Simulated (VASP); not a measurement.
Cr2O3, 10 atoms in the cell. The structure is trigonal, space group R-3c (No. 167). Conventional cell: a = 4.975 Å, b = 4.975 Å, c = 13.562 Å, α = 90.00°, β = 90.00°, γ = 120.00°. Within 2.7 Å of Cr (site symmetry 3) lie 6 O at 1.97 to 2.02 Å and 1 Cr at 2.67 Å. Within 3.1 Å of O (site symmetry 2) lie 4 Cr at 1.97 to 2.02 Å and 12 O at 2.62 to 3.00 Å. 

```yaml
Program: VASP 6.6.1
Task: single point
Functional: PBE
Potentials_or_basis: VASP PAW PBE potentials, release 64 (Cr_pv, O)
Cutoff: 520 eV
k_mesh: 4 × 4 × 4
Occupations: gaussian, width 0.05 eV
Spin: collinear spin, antiferromagnetic start
Starting_moments: "[2.66, -2.66, -2.66, 2.66, 0.0, 0.0, 0.0, 0.0, 0.0, 0.0] μB"
Hubbard_terms: Cr d U = 3.7 eV
Dipole_correction: no
Further_INCAR_settings: ALGO = Normal; EDIFF = 1e-06; NBANDS = 57
```

Potentials or basis: VASP PAW PBE potentials, release 64 (Cr_pv, O).

Run with:

```console
$ cat potpaw_PBE.64/Cr_pv/POTCAR potpaw_PBE.64/O/POTCAR > POTCAR
$ mpirun -np 1 vasp_std > vasp.out
```

Hardware: 1 thread of AMD EPYC 9R45 96-Core Processor (Zen 5) (shared host).

Task: Estimate the wall time of this run.

Result: Run time: 92 s on 1 thread of AMD EPYC 9R45 96-Core Processor (Zen 5), on a shared host, peak memory 0.3 GiB. Counts: scf iterations 16, k points 13.
